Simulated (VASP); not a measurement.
A run of VASP 6.6.1:

INCAR

```
  PREC = Accurate
  ENCUT = 520
  EDIFF = 1E-6
  ISMEAR = -1
  SIGMA = 0.06122561905347299
  LREAL = False
  LASPH = True
  NELM = 80
  ALGO = Normal
  ISIF = 2
  LWAVE = False
  LCHARG = False
  GGA = PE
  NBANDS = 10
```

The input KPOINTS:

```
regular mesh
0
Gamma
  14 14 14
```

POSCAR

```
Br
1.0
    0.0000000000      2.3792919062      2.3792919062
    2.3792919062      0.0000000000      2.3792919062
    2.3792919062      2.3792919062      0.0000000000
Br
1
Direct
    0.0000000000      0.0000000000      0.0000000000
```

Potentials or basis: VASP PAW PBE potentials, release 64 (Br).

Launch:

```bash
$ cat potpaw_PBE.64/Br/POTCAR > POTCAR
$ mpirun -np 1 vasp_std > vasp.out
```

Hardware: 1 thread of Intel(R) Xeon(R) Platinum 8259CL CPU @ 2.50GHz (Skylake/Cascade Lake), with other jobs on the host.

Q: Estimate the wall time of this run.

A: Wall time 33 s on 1 thread of Intel(R) Xeon(R) Platinum 8259CL CPU @ 2.50GHz (Skylake/Cascade Lake), with other jobs on the host, peak memory 0.17 GiB. Counts: scf iterations 10, k points 104.
